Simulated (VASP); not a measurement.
A run of VASP 6.6.1:

INCAR

```
SYSTEM = NbSi
PREC = Accurate ; ENCUT = 520
EDIFF = 1E-7 ; ISMEAR = -1
SIGMA = 0.05 ; LREAL = .False.
LASPH = .True. ; NELM = 80
ALGO = Normal ; ISIF = 2
LWAVE = .False. ; LCHARG = .False.
GGA = PE ; NBANDS = 16
```

The input KPOINTS:

```
regular mesh
0
Gamma
  9 9 9
  0 0 0
```

POSCAR

```
NbSi
1.0
    0.0000000000      2.5738300000      2.5738300000
    2.5738300000      0.0000000000      2.5738300000
    2.5738300000      2.5738300000      0.0000000000
Nb Si
1 1
Direct
    0.0000000000      0.0000000000      0.0000000000
    0.5000000000      0.5000000000      0.5000000000
```

Potentials or basis: VASP PAW PBE potentials, release 64 (Nb_sv, Si).

Command:

```sh
$ cat potpaw_PBE.64/Nb_sv/POTCAR potpaw_PBE.64/Si/POTCAR > POTCAR
$ mpirun -np 1 vasp_std > vasp.out
```

Hardware: 1 thread of Intel(R) Xeon(R) 6975P-C (Granite Rapids) (shared host).

Problem. Estimate the wall time of this run.

Solution. Run time: 9.2 s on 1 thread of Intel(R) Xeon(R) 6975P-C (Granite Rapids), with other jobs on the host, peak memory 0.16 GiB. Counts: scf iterations 14, k points 35.
